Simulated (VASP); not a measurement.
Write the native input for VASP 6.6.1 that does the following.

| Property | Result |
| --- | --- |
| Task | single point |
| Functional | r2SCAN |
| Potentials or basis | VASP PAW PBE potentials, release 64 (Re) |
| Cutoff | 660 eV |
| k mesh | 8 × 8 × 8 |
| Occupations | gaussian, width 0.05 eV |
| Spin | no spin polarisation |
| Dipole correction | no |
| Further INCAR settings | ALGO = Normal; EDIFF = 1e-06; NBANDS = 10 |

Re:

```
Re
1.0
     0.00000    1.97500    1.97500
     1.97500    0.00000    1.97500
     1.97500    1.97500    0.00000
Re
1
Cartesian
  0.0000 0.0000 0.0000
```

This isn't the form of Re at room conditions, which is hcp.

These files were run (other wordings do the same):

POSCAR

```
Re
1.0
    0.0000000000      1.9750000000      1.9750000000
    1.9750000000      0.0000000000      1.9750000000
    1.9750000000      1.9750000000      0.0000000000
Re
1
Direct
    0.0000000000      0.0000000000      0.0000000000
```

INCAR.step1

```
SYSTEM = Re
  PREC = Accurate
  ENCUT = 660
  ISMEAR = 0
  SIGMA = 0.05
  LREAL = .FALSE.
  LASPH = .TRUE.
  NELM = 120
  NBANDS = 10
  GGA = PE
  ALGO = Normal
  EDIFF = 1E-5
  LWAVE = .TRUE.
  LCHARG = .FALSE.
  GGA_COMPAT = .FALSE.
```

INCAR.step2

```
SYSTEM = Re
  PREC = Accurate
  ENCUT = 660
  EDIFF = 1E-6
  ISMEAR = 0
  SIGMA = 0.05
  LREAL = .FALSE.
  LASPH = .TRUE.
  NELM = 120
  ALGO = Normal
  ISIF = 2
  LWAVE = .FALSE.
  LCHARG = .FALSE.
  METAGGA = R2SCAN
  LMIXTAU = .TRUE.
  NBANDS = 10
  ISTART = 1
  GGA_COMPAT = .FALSE.
```

KPOINTS

```
regular mesh
0
G
  8 8 8
  0 0 0
```

Potentials or basis: VASP PAW PBE potentials, release 64 (Re).

Command:

```console
$ cat potpaw_PBE.64/Re/POTCAR > POTCAR
$ cp INCAR.step1 INCAR
$ mpirun -np 1 vasp_std > vasp.out
$ cp INCAR.step2 INCAR
$ mpirun -np 1 vasp_std > vasp.out
```

It gave:

```json
{
 "Pressure": "-15.6 GPa",
 "Band gap on the k mesh": "zero (an odd number of electrons rules out a gap without spin polarisation)"
}
```

Caveat: the cell stands under tension; the PAW data sets were made with another functional, which shifts forces and pressure a little; spin-orbit coupling is left out, which moves the levels of the heavy elements.

It took 44 s on 1 thread of Intel Xeon 8259CL (shared host), peak memory 0.15 GiB.
